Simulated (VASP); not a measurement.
# Na2S (Fm-3m) in VASP: settings compared

Aim: see how the results for Na2S move with the level of theory and the settings. Levels: PBEsol, LDA, r2SCAN. Tasks: relaxation of cell and atoms, single point.

Everything below comes from runs of VASP 6.6.1. Logs are shortened: lines on timing, memory, paths and dates and some standing lists are left out, and cuts for length are marked.

### Step 1. The cell of the first run

The structure is cubic, space group Fm-3m (No. 225). The conventional cell has a = 6.567 Å, b = 6.567 Å, c = 6.567 Å, α = 90.00°, β = 90.00°, γ = 90.00°. Na (site symmetry -43m) has 4 S at 2.84 Å and 6 Na at 3.28 Å within 3.7 Å. Within 3.7 Å of S (site symmetry m-3m) lie 8 Na at 2.84 Å.

### Step 2. Relaxation of cell and atoms, PBEsol

Input file INCAR:

```
SYSTEM = Na2S
  PREC = Accurate
  ENCUT = 500
  EDIFF = 1E-7
  ISMEAR = -1
  SIGMA = 0.02
  LREAL = .False.
  LASPH = .True.
  NELM = 120
  ALGO = Normal
  ISIF = 3
  LWAVE = .False.
  LCHARG = .False.
  GGA = PS
  IBRION = 2
  NSW = 80
  EDIFFG = -0.005
  GGA_COMPAT = .False.
  NELMIN = 4
```

Input file KPOINTS:

```
Automatic mesh
0
Gamma
  6 6 6
  0 0 0
```

Input file POSCAR:

```
Na2S
1.0
    0.0000000000      3.2836251943      3.2836251943
    3.2836251943      0.0000000000      3.2836251943
    3.2836251943      3.2836251943      0.0000000000
Na S
2 1
Direct
    0.2500000000      0.2500000000      0.2500000000
    0.7500000000      0.7500000000      0.7500000000
    0.0000000000      0.0000000000      0.0000000000
```

Potentials or basis: VASP PAW PBE potentials, release 64 (Na_pv, S).

On the command line:

```console
cat potpaw_PBE.64/Na_pv/POTCAR potpaw_PBE.64/S/POTCAR > POTCAR
mpirun -np 1 vasp_std > vasp.out
```

OUTCAR:

```text
SYSTEM = Na2S
   PREC = Accurate
   ENCUT = 500
   EDIFF = 1E-7
   ISMEAR = -1
   LREAL = .False.
   LASPH = .True.
   NELM = 120
   ISIF = 3
   GGA = PS
   IBRION = 2
   NSW = 80
   EDIFFG = -0.005
   NELMIN = 4

 ion  position               nearest neighbor table
   1  0.250  0.250  0.250-
   2  0.750  0.750  0.750-
   3  0.000  0.000  0.000-

  LATTYP: Found a face centered cubic cell.
 ALAT       =     6.5672503886

  Lattice vectors:

 A1 = (   0.0000000000,   3.2836251943,   3.2836251943)
 A2 = (   3.2836251943,   0.0000000000,   3.2836251943)
 A3 = (   3.2836251943,   3.2836251943,   0.0000000000)

Analysis of symmetry for initial positions (statically):
=====================================================================
 Subroutine PRICEL returns:
 Original cell was already a primitive cell.

 Routine SETGRP: Setting up the symmetry group for a
 face centered cubic supercell.

 Subroutine GETGRP returns: Found 48 space group operations
 (whereof 48 operations were pure point group operations)
 out of a pool of 48 trial point group operations.

The static configuration has the point symmetry O_h .

Analysis of symmetry for dynamics (positions and initial velocities):
=====================================================================
 Subroutine PRICEL returns:
 Original cell was already a primitive cell.

 Routine SETGRP: Setting up the symmetry group for a
 face centered cubic supercell.

 Subroutine GETGRP returns: Found 48 space group operations
 (whereof 48 operations were pure point group operations)
 out of a pool of 48 trial point group operations.

The dynamic configuration has the point symmetry O_h .

 Subroutine INISYM returns: Found 48 space group operations
 (whereof 48 operations are pure point group operations),
 and found     1 'primitive' translations

----------------------------------------------------------------------------------------

                                     Primitive cell

  volume of cell :      70.8094

  direct lattice vectors                    reciprocal lattice vectors
     0.000000000  3.283625194  3.283625194    -0.152270728  0.152270728  0.152270728
     3.283625194  0.000000000  3.283625194     0.152270728 -0.152270728  0.152270728
     3.283625194  3.283625194  0.000000000     0.152270728  0.152270728 -0.152270728

  length of vectors
     4.643747284  4.643747284  4.643747284     0.263740638  0.263740638  0.263740638

  position of ions in fractional coordinates (direct lattice)
     0.250000000  0.250000000  0.250000000
     0.750000000  0.750000000  0.750000000
     0.000000000  0.000000000  0.000000000

  ion indices of the primitive-cell ions
   primitive index   ion index
                 1           1
                 2           2
                 3           3

----------------------------------------------------------------------------------------

 KPOINTS: Automatic mesh

Automatic generation of k-mesh.
 Grid dimensions read from file:
 generate k-points for:    6    6    6

 Generating k-lattice:

  Cartesian coordinates                     Fractional coordinates (reciprocal lattice)
    -0.025378455  0.025378455  0.025378455     0.166666667  0.000000000  0.000000000
     0.025378455 -0.025378455  0.025378455     0.000000000  0.166666667  0.000000000
     0.025378455  0.025378455 -0.025378455     0.000000000  0.000000000  0.166666667

  Length of vectors
     0.043956773  0.043956773  0.043956773

  Shift w.r.t. Gamma in fractional coordinates (k-lattice)
     0.000000000  0.000000000  0.000000000

 Subroutine IBZKPT returns following result:
 ===========================================

 Found     16 irreducible k-points:

 Following reciprocal coordinates:
            Coordinates               Weight
  0.000000  0.000000  0.000000      1.000000
  0.166667  0.000000  0.000000      8.000000
  0.333333  0.000000  0.000000      8.000000
  0.500000  0.000000  0.000000      4.000000
  0.166667  0.166667  0.000000      6.000000
  0.333333  0.166667  0.000000     24.000000
[... 8 lines left out ...]
 -0.333333  0.333333  0.166667     24.000000
 -0.333333  0.500000  0.166667     12.000000
   k-points           NKPTS =     16   k-points in BZ     NKDIM =     16   number of bands    NBANDS=     14
   number of dos      NEDOS =    301   number of ions     NIONS =      3
   total plane-waves  NPLWV =  46656
   dimension x,y,z NGX =    36 NGY =   36 NGZ =   36
   dimension x,y,z NGXF=    72 NGYF=   72 NGZF=   72
   ions per type =               2   1
   NGX,Y,Z   is equivalent  to a cutoff of  12.89, 12.89, 12.89 a.u.
   NGXF,Y,Z  is equivalent  to a cutoff of  25.78, 25.78, 25.78 a.u.
 SYSTEM =  Na2S
   PREC   = accura    normal or accurate (medium, high low for compatibility)
   ISTART =      0    job   : 0-new  1-cont  2-samecut
   ICHARG =      2    charge: 1-file 2-atom 10-const
   ISPIN  =      1    spin polarized calculation?
   LNONCOLLINEAR =      F non collinear calculations
   LSORBIT =      F    spin-orbit coupling
   LASPH  =      T    aspherical Exc in radial PAW
   ENCUT  =  500.0 eV  36.75 Ry    6.06 a.u.   8.47  8.47  8.47*2*pi/ulx,y,z
   NELM   =    120;   NELMIN=  4; NELMDL= -5     # of ELM steps
   EDIFF  = 0.1E-06   stopping-criterion for ELM
   LREAL  =      F    real-space projection
   EDIFFG = -.5E-02   stopping-criterion for IOM
   NSW    =     80    number of steps for IOM
   IBRION =      2    ionic relax: 0-MD 1-quasi-New 2-CG
   NFREE  =      1    steps in history (QN), initial steepest desc. (CG)
   ISIF   =      3    stress and relaxation
   ISYM   =      2    0-nonsym 1-usesym 2-fastsym
   POTIM  = 0.5000    time-step for ionic-motion
   TEBEG  =    0.0;   TEEND  =   0.0 temperature during run
   PSTRESS=    0.0 pullay stress
   NELECT =      20.0000    total number of electrons
   NUPDOWN=      -1.0000    fix difference up-down
   EMIN   =  10.00;   EMAX   =-10.00  energy-range for DOS
   EFERMI =   0.00;   METHOD = LEGACY
   ISMEAR =    -1;   SIGMA  =   0.02  broadening in eV -4-tet -1-fermi 0-gaus
   EFERMI_NEDOS =   21; number of points for ismear=-14 and -15
   IALGO  =     38    algorithm
   IMIX   =      4    mixing-type and parameters
     AMIX     =   0.40;   BMIX     =  1.00
     AMIX_MAG =   1.60;   BMIX_MAG =  1.00
  volume/ion in A,a.u.               =      23.60       159.28
  Fermi-wavevector in a.u.,A,eV,Ry     =   1.074124  2.029801 15.697630  1.153743
  Thomas-Fermi vector in A             =   2.209944
   LORBIT       =      0    0 simple, 1 ext, 2 COOP (PROOUT), +10 PAW based schemes
   GGA     = PS    functional components
   LHFCALC =     F    Hartree Fock is set to
   AEXX    =    0.0000 exact exchange contribution
   IVDW    =     0    specifies the selected vdW correction
   LEPSILON=     F    determine dielectric tensor
   LRPA    =     F    only Hartree local field effects (RPA)
 conjugate gradient relaxation of ions
 non-spin polarized calculation
  energy-cutoff  :      500.00
  volume of cell :       70.81
 maximum number of plane-waves:      1820
 NGX is ok and might be reduce to    36
   NGX = 17   NGY = 17   NGZ = 17

--------------------------------------- Ionic step        1  -------------------------------------------

 number of electron      19.9999995 magnetization

 Free energy of the ion-electron system (eV)
  ---------------------------------------------------
  ext. energy  EPLUGINS =         0.00000000
  ---------------------------------------------------
  free energy    TOTEN  =       -10.37031183 eV

  energy without entropy =      -10.37031183  energy(sigma->0) =      -10.37031183

------------------------ aborting loop because EDIFF is reached ----------------------------------------

  FORCE on cell =-STRESS in cart. coord.  units (eV):
  Direction    XX          YY          ZZ          XY          YZ          ZX
  --------------------------------------------------------------------------------------
  -------------------------------------------------------------------------------------
  Total       -0.3513730     -0.3513730     -0.3513730      0.0000000     -0.0000000      0.0000000
  in kB       -7.9503872     -7.9503872     -7.9503872      0.0000000     -0.0000000      0.0000000
  external PRESSURE =      -7.9503872 kB  Pullay stress =       0.0000000 kB

 VOLUME and BASIS-vectors are now :
 -----------------------------------------------------------------------------
  energy-cutoff  :      500.00
  volume of cell :       70.81
      direct lattice vectors                 reciprocal lattice vectors
     0.000000000  3.283625194  3.283625194    -0.152270728  0.152270728  0.152270728
     3.283625194  0.000000000  3.283625194     0.152270728 -0.152270728  0.152270728
     3.283625194  3.283625194  0.000000000     0.152270728  0.152270728 -0.152270728
[... 75 lines left out ...]
 POSITION                                       TOTAL-FORCE (eV/Angst)
 -----------------------------------------------------------------------------------
      1.62372      1.62372      1.62372        -0.000000     -0.000000     -0.000000
      4.87117      4.87117      4.87117         0.000000      0.000000      0.000000
      0.00000      0.00000      0.00000         0.000000     -0.000000     -0.000000
 -----------------------------------------------------------------------------------
    total drift:                                0.000000      0.000000      0.000000

  FREE ENERGIE OF THE ION-ELECTRON SYSTEM (eV)
  ---------------------------------------------------
  free  energy   TOTEN  =       -10.3752041912 eV

  energy  without entropy=      -10.3752041912  energy(sigma->0) =      -10.37520419

--------------------------------------- Ionic step        4  -------------------------------------------

 number of electron      19.9999984 magnetization

 Free energy of the ion-electron system (eV)
  ---------------------------------------------------
  ext. energy  EPLUGINS =         0.00000000
  ---------------------------------------------------
  free energy    TOTEN  =       -10.37535657 eV

  energy without entropy =      -10.37535657  energy(sigma->0) =      -10.37535657

 E-fermi :   0.6934     XC(G=0):  -8.0183

 val. band max:        0.1846836412   @ k =   0.0000   0.0000   0.0000
 cond. band min:       2.6039969284   @ k =   0.0000   0.0000   0.0000
 fundamental gap:      2.4193132872
 Fermi energy:         0.6934341086

 k-point     1 :       0.0000    0.0000    0.0000
  band No.  band energies     occupation
      1     -21.8472      2.00000
      2     -21.8472      2.00000
      3     -21.8472      2.00000
      4     -21.7892      2.00000
      5     -21.7892      2.00000
      6     -21.7891      2.00000
      7      -9.9676      2.00000
      8       0.1847      2.00000
      9       0.1847      2.00000
     10       0.1847      2.00000
     11       2.6040      0.00000
     12       7.9038      0.00000
     13       7.9038      0.00000
     14       7.9038      0.00000

 k-point     2 :       0.1667    0.0000    0.0000
  band No.  band energies     occupation
      1     -21.8448      2.00000
      2     -21.8436      2.00000
      3     -21.8436      2.00000
      4     -21.7951      2.00000
      5     -21.7933      2.00000
      6     -21.7933      2.00000
      7      -9.9042      2.00000
      8      -0.4266      2.00000
      9       0.1492      2.00000
     10       0.1492      2.00000
[... 262 lines left out ...]
 POSITION                                       TOTAL-FORCE (eV/Angst)
 -----------------------------------------------------------------------------------
      1.62603      1.62603      1.62603        -0.000000     -0.000000      0.000000
      4.87808      4.87808      4.87808         0.000000      0.000000     -0.000000
      0.00000      0.00000      0.00000         0.000000     -0.000000      0.000000
 -----------------------------------------------------------------------------------
    total drift:                                0.000000      0.000000      0.000000

  FREE ENERGIE OF THE ION-ELECTRON SYSTEM (eV)
  ---------------------------------------------------
  free  energy   TOTEN  =       -10.3753565676 eV

  energy  without entropy=      -10.3753565676  energy(sigma->0) =      -10.37535657

 reached required accuracy - stopping structural energy minimisation
```

Wall time 93 s (1 thread of Intel Xeon 8259CL, shared host); peak memory 0.2 GiB.

Results:

| Quantity | Value |
| --- | --- |
| Free energy | -10.3754 eV |
| Relaxed volume | 22.93 Å³/atom |
| Relaxed cell | a = 4.599 Å, b = 4.599 Å, c = 4.599 Å, α = 60.00°, β = 60.00°, γ = 60.00° |
| Space group after relaxing (to 0.1 Å) | Fm-3m (No. 225) |
| Energy gained by relaxing | 1.7 meV/atom |
| Ionic steps | 4 |
| Pressure after relaxing | 0.0 GPa |
| Band gap on the k mesh | 2.42 eV |

The path:
```
step  energy change (eV)  largest force (eV/Å)  pressure (GPa)  volume (Å³)
   1              0.0000                0.0000           -0.80        70.81
   2             -0.0042                0.0000           -0.35        69.62
   3             -0.0049                0.0000            0.13        68.49
   4             -0.0050                0.0000            0.03        68.79
```

Final structure:
```
Na S
1.0
     0.00000    3.25205    3.25205
     3.25205    0.00000    3.25205
     3.25205    3.25205    0.00000
Na S
2 1
Cartesian
  1.6260 1.6260 1.6260
  4.8781 4.8781 4.8781
  0.0000 0.0000 0.0000
```

Caveat: the PAW data sets were made with another functional, which shifts forces and pressure a little.

(Continued in part 2 of 2.)
